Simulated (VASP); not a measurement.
# I (Immm) in VASP: notebook

Runs on I. Level: LDA. Tasks: single point, relaxation of cell and atoms.

All numbers are computed with VASP 6.6.1; they aren't measurements. Logs are shortened: lines on timing, memory, paths and dates and some standing lists are left out, and cuts for length are marked.

## (1) The cell of the first run

The typed cell holds 1 atom: a = 3.259 Å, b = 3.259 Å, c = 3.259 Å, α = 125.63°, β = 125.61°, γ = 80.52°.

## (2) Single point, LDA

INCAR reads:

```
  ALGO = Normal
  EDIFF = 1E-6
  ENCUT = 520
  ISIF = 2
  ISMEAR = -1
  LASPH = T
  LCHARG = F
  LREAL = F
  LWAVE = F
  NBANDS = 10
  NELM = 100
  PREC = Accurate
  SIGMA = 0.1
```

KPOINTS reads:

```
k-points
0
Gamma
  20 20 20
```

POSCAR reads:

```
I
1.0
   -1.4890102803      1.4896584892      2.4872613925
    1.4890102803     -1.4896584892      2.4872613925
    1.4890102803      1.4896584892     -2.4872613925
I
1
Direct
    0.0000000000      0.0000000000      0.0000000000
```

Potentials or basis: VASP PAW LDA potentials, release 64 (I).

The run is started by

```console
cat potpaw_LDA.64/I/POTCAR > POTCAR
mpirun -np 1 vasp_std > vasp.out
```

OUTCAR:

```text
EDIFF = 1E-6
   ENCUT = 520
   ISIF = 2
   ISMEAR = -1
   LASPH = T
   LREAL = F
   NELM = 100
   PREC = Accurate

 ion  position               nearest neighbor table
   1  0.000  0.000  0.000-

  LATTYP: Found a body centered orthorhombic cell.
 ALAT       =     2.9780205606
 B/A-ratio  =     1.0004353287
 C/A-ratio  =     1.6704125051

  Lattice vectors:

 A1 = (  -1.4890102803,   1.4896584892,   2.4872613925)
 A2 = (   1.4890102803,  -1.4896584892,   2.4872613925)
 A3 = (   1.4890102803,   1.4896584892,  -2.4872613925)

Analysis of symmetry for initial positions (statically):
=====================================================================
 Subroutine PRICEL returns:
 Original cell was already a primitive cell.

 Routine SETGRP: Setting up the symmetry group for a
 body centered orthorhombic supercell.

 Subroutine GETGRP returns: Found  8 space group operations
 (whereof  8 operations were pure point group operations)
 out of a pool of  8 trial point group operations.

The static configuration has the point symmetry D_2h.

Analysis of symmetry for dynamics (positions and initial velocities):
=====================================================================
 Subroutine PRICEL returns:
 Original cell was already a primitive cell.

 Routine SETGRP: Setting up the symmetry group for a
 body centered orthorhombic supercell.

 Subroutine GETGRP returns: Found  8 space group operations
 (whereof  8 operations were pure point group operations)
 out of a pool of  8 trial point group operations.

The dynamic configuration has the point symmetry D_2h.

 Subroutine INISYM returns: Found  8 space group operations
 (whereof  8 operations are pure point group operations),
 and found     1 'primitive' translations

----------------------------------------------------------------------------------------

                                     Primitive cell

  volume of cell :      22.0681

  direct lattice vectors                    reciprocal lattice vectors
    -1.489010280  1.489658489  2.487261392     0.000000000  0.335647401  0.201024308
     1.489010280 -1.489658489  2.487261392     0.335793518  0.000000000  0.201024308
     1.489010280  1.489658489 -2.487261392     0.335793518  0.335647401  0.000000000

  length of vectors
     3.259248880  3.259248880  3.259248880     0.391241549  0.391366911  0.474780438

  position of ions in fractional coordinates (direct lattice)
[... 75 lines left out ...]
   ENCUT  =  520.0 eV  38.22 Ry    6.18 a.u.   6.06  6.06  6.06*2*pi/ulx,y,z
   NELM   =    100;   NELMIN=  2; NELMDL= -5     # of ELM steps
   EDIFF  = 0.1E-05   stopping-criterion for ELM
   LREAL  =      F    real-space projection
   EDIFFG = 0.1E-04   stopping-criterion for IOM
   NSW    =      0    number of steps for IOM
   IBRION =     -1    ionic relax: 0-MD 1-quasi-New 2-CG
   NFREE  =      0    steps in history (QN), initial steepest desc. (CG)
   ISIF   =      2    stress and relaxation
   ISYM   =      2    0-nonsym 1-usesym 2-fastsym
   POTIM  = 0.5000    time-step for ionic-motion
   TEBEG  =    0.0;   TEEND  =   0.0 temperature during run
   PSTRESS=    0.0 pullay stress
   NELECT =       7.0000    total number of electrons
   NUPDOWN=      -1.0000    fix difference up-down
   EMIN   =  10.00;   EMAX   =-10.00  energy-range for DOS
   EFERMI =   0.00;   METHOD = LEGACY
   ISMEAR =    -1;   SIGMA  =   0.10  broadening in eV -4-tet -1-fermi 0-gaus
   EFERMI_NEDOS =   21; number of points for ismear=-14 and -15
   IALGO  =     38    algorithm
   IMIX   =      4    mixing-type and parameters
     AMIX     =   0.40;   BMIX     =  1.00
     AMIX_MAG =   1.60;   BMIX_MAG =  1.00
  volume/ion in A,a.u.               =      22.07       148.92
  Fermi-wavevector in a.u.,A,eV,Ry     =   1.116483  2.109848 16.960138  1.246535
  Thomas-Fermi vector in A             =   2.253098
   LORBIT       =      0    0 simple, 1 ext, 2 COOP (PROOUT), +10 PAW based schemes
   GGA     = CA    functional components
   LHFCALC =     F    Hartree Fock is set to
   AEXX    =    0.0000 exact exchange contribution
   IVDW    =     0    specifies the selected vdW correction
   LEPSILON=     F    determine dielectric tensor
   LRPA    =     F    only Hartree local field effects (RPA)
 non-spin polarized calculation
  energy-cutoff  :      520.00
  volume of cell :       22.07
 maximum number of plane-waves:       622
   NGX = 13   NGY = 13   NGZ = 13

 number of electron       6.9999999 magnetization

 Free energy of the ion-electron system (eV)
  ---------------------------------------------------
  ext. energy  EPLUGINS =         0.00000000
  ---------------------------------------------------
  free energy    TOTEN  =        -1.11952075 eV

  energy without entropy =       -1.10040342  energy(sigma->0) =       -1.10996209

 E-fermi :  11.6953     XC(G=0): -11.4479

 val. band max:       11.6940263635   @ k =  -0.3500   0.4000   0.3000
 cond. band min:      11.6985300354   @ k =  -0.2500  -0.2500   0.2000
 fundamental gap:      0.0045036719
 Fermi energy:        11.6953109099

 k-point     1 :       0.0000    0.0000    0.0000
  band No.  band energies     occupation
      1      -5.9434      2.00000
      2      13.6252      0.00000
      3      14.1206      0.00000
      4      14.1316      0.00000
      5      20.2714      0.00000
      6      22.0921      0.00000
      7      22.1050      0.00000
      8      22.2802      0.00000
      9      22.3185      0.00000
     10      23.4133      0.00000
[... 287 lines left out ...]
 k-point    24 :      -0.4000    0.0500    0.0000
  band No.  band energies     occupation
      1      -3.0242      2.00000
      2       4.3545      2.00000
      3      11.0699      1.99616
      4      13.6175      0.00000
      5      17.4608      0.00000
      6      20.8790      0.00000
      7      21.4524      0.00000
      8      23.7900      0.00000
      9      25.9585      0.00000
     10      28.4302      0.00000

 [... further k-points ...]
[... 5 lines left out ...]
  --------------------------------------------------------------------------------------
  -------------------------------------------------------------------------------------
  Total        4.4096906      4.4073924      4.4030539     -0.0000000      0.0000000      0.0000000
  in kB      320.1495324    319.9826790    319.6676999     -0.0000000      0.0000000      0.0000000
  external PRESSURE =     319.9333038 kB  Pullay stress =       0.0000000 kB

 VOLUME and BASIS-vectors are now :
 -----------------------------------------------------------------------------
  energy-cutoff  :      520.00
  volume of cell :       22.07
      direct lattice vectors                 reciprocal lattice vectors
    -1.489010280  1.489658489  2.487261392     0.000000000  0.335647401  0.201024308
     1.489010280 -1.489658489  2.487261392     0.335793518  0.000000000  0.201024308
     1.489010280  1.489658489 -2.487261392     0.335793518  0.335647401  0.000000000

 POSITION                                       TOTAL-FORCE (eV/Angst)
 -----------------------------------------------------------------------------------
      0.00000      0.00000      0.00000         0.000000      0.000000      0.000000
 -----------------------------------------------------------------------------------
    total drift:                                0.000000     -0.000000      0.000000

  FREE ENERGIE OF THE ION-ELECTRON SYSTEM (eV)
  ---------------------------------------------------
  free  energy   TOTEN  =        -1.1195207470 eV

  energy  without entropy=       -1.1004034236  energy(sigma->0) =       -1.10996209
```

stdout:

```text
POSCAR found type information on POSCAR I
 POSCAR found :  1 types and       1 ions
 scaLAPACK will be used
 LDA part: xc-table for (Slater(with rela. corr.)+CA(PZ))
 , standard interpolation
 POSCAR, INCAR and KPOINTS ok, starting setup
 FFT: planning ... GRIDC
 FFT: planning ... GRID_SOFT
 FFT: planning ... GRID
 WAVECAR not read
 entering main loop
```

Wall time 2.2 min (1 thread of Intel Xeon 8259CL, shared host); peak memory 0.34 GiB.

Results:

* Free energy: -1.1195 eV
* Pressure: 32.0 GPa
* Band gap on the k mesh: zero (an odd number of electrons rules out a gap without spin polarisation)

Caveat: the cell stands under pressure; spin-orbit coupling is left out, which moves the levels of the heavy elements; an odd number of electrons without spin polarisation forces a metal; a magnetic or distorted state may lie lower.

## (3) Relaxation of cell and atoms, LDA, target pressure 32 GPa, at which the enthalpy is minimised

This run uses another cell than the first one, of 22.13 Å³/atom.

INCAR reads:

```
SYSTEM = I
PREC = Accurate
ENCUT = 600
EDIFF = 1E-6
ISMEAR = -1
SIGMA = 0.1
LREAL = .False.
LASPH = .True.
NELM = 100
ALGO = Normal
ISIF = 3
LWAVE = .False.
LCHARG = .False.
GGA = CA
IBRION = 2
NSW = 80
EDIFFG = -0.002
PSTRESS = 320.0
```

KPOINTS reads:

```
Automatic mesh
0
Gamma
  20 20 20
  0 0 0
```

POSCAR reads:

```
I
1.0
   -1.4604801459      1.4985119933      2.5277372127
    1.4604801459     -1.4985119933      2.5277372127
    1.4604801459      1.4985119933     -2.5277372127
I
1
Direct
    0.0000000000      0.0000000000      0.0000000000
```

Potentials or basis: VASP PAW LDA potentials, release 64 (I).

The run is started by

```console
cat potpaw_LDA.64/I/POTCAR > POTCAR
mpirun -np 1 vasp_std > vasp.out
```

Wall time 32 min (1 thread of Intel Xeon 8259CL, shared host); peak memory 0.35 GiB.

The run converged. Its results:

```
Free energy                                                : -1.1186 eV
Relaxed volume                                             : 22.06 Å³/atom
Relaxed cell                                               : a = 3.258 Å, b = 3.258 Å, c = 3.258 Å, α = 125.57°, β = 125.57°, γ = 80.60°
Space group after relaxing (to 0.1 Å)                      : I4/mmm (No. 139)
Energy change on relaxing (the run minimises the enthalpy) : +11.0 meV/atom
Ionic steps                                                : 14
Pressure after relaxing                                    : 32.0 GPa
Band gap on the k mesh                                     : zero (an odd number of electrons rules out a gap without spin polarisation)
```

The path:
```csv
step,energy change (eV),largest force (eV/Å),pressure (GPa),volume (Å³)
1,0.0000,0.0000,32.22,22.13
2,-0.0198,0.0000,31.25,22.22
3,-0.0235,0.0000,31.07,22.24
4,-0.0177,0.0000,31.22,22.21
5,0.0002,0.0000,31.67,22.12
6,0.0388,0.0000,32.73,21.93
7,0.0118,0.0000,31.99,22.06
8,0.0126,0.0000,32.00,22.06
9,0.0125,0.0000,32.01,22.06
10,0.0123,0.0000,32.01,22.06
11,0.0120,0.0000,32.03,22.06
12,0.0120,0.0000,32.03,22.06
13,0.0091,0.0000,31.93,22.07
14,0.0110,0.0000,32.00,22.06
```

Final structure:
```
I
1.0
    -1.48999    1.48991    2.48467
     1.48999   -1.48991    2.48467
     1.48999    1.48991   -2.48467
I
1
Direct
  0.00000 0.00000 0.00000
```

Levels at points of the mesh, in eV from the Fermi level:
```csv
k point,band 2,band 3,band 4,band 5,band 6,band 7
"(0.00, 0.00, 0.00)",1.94,2.43,2.43,8.58,10.40,10.61
"(0.50, 0.00, 0.00)",-8.75,-0.76,2.16,5.41,9.16,10.27
"(0.00, 0.50, 0.00)",-8.75,-0.76,2.16,5.41,9.16,10.22
"(0.50, 0.50, 0.00)",-7.48,-3.86,-2.06,2.27,3.31,16.41
"(0.50, 0.50, 0.50)",-8.39,-0.90,-0.89,4.50,4.66,21.06
```

Caveat: the cell is relaxed towards a set pressure, so the run minimises the enthalpy, not the energy; spin-orbit coupling is left out, which moves the levels of the heavy elements; an odd number of electrons without spin polarisation forces a metal; a magnetic or distorted state may lie lower.
